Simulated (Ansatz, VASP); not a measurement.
# Hf: VASP beside Ansatz

```xyz
2
Lattice="3.1924 0.0000 0.0000 -1.5962 2.7647 0.0000 0.0000 0.0000 5.0450" Properties=species:S:1:pos:R:3 pbc="T T T"
Hf    0.0000    1.8431    1.2613
Hf    1.5962    0.9216    3.7838
```

Alike in both runs: task single point; functional LDA; k mesh 6 × 6 × 4; occupations gaussian, width 0.1 eV; no spin polarisation.

|  | VASP | Ansatz |
| --- | --- | --- |
| version | VASP 6.6.1 | Ansatz 0.2.0 |
| potentials or method | VASP PAW LDA potentials, release 64 (Hf_pv), cutoff 500 eV | scalar-relativistic, plane waves, PAW |
| valence electrons in the cell | 20 | 52 |

Ansatz gave:

```
gap on the k mesh at the Fermi level (eV)                     : none
pressure (GPa)                                                : -7.1
traceless stress, the component that is largest in VASP (GPa) : 0.39
```

What did VASP give for the same quantities?

gap on the k mesh at the Fermi level (eV): none; pressure (GPa): -7.2; traceless stress, the component that is largest in VASP (GPa): 0.33.

LDA's correlation is that of Perdew and Zunger in VASP and of Perdew and Wang (1992) in Ansatz. A gap of «none» marks a metal or a gap that the smearing closes. VASP's potentials hold 20 valence electrons a cell and Ansatz's 52, so a difference there can come from the potentials and not from the codes.

The k mesh is coarse, so the values compare programs but aren't converged. Spin-orbit coupling is off throughout.
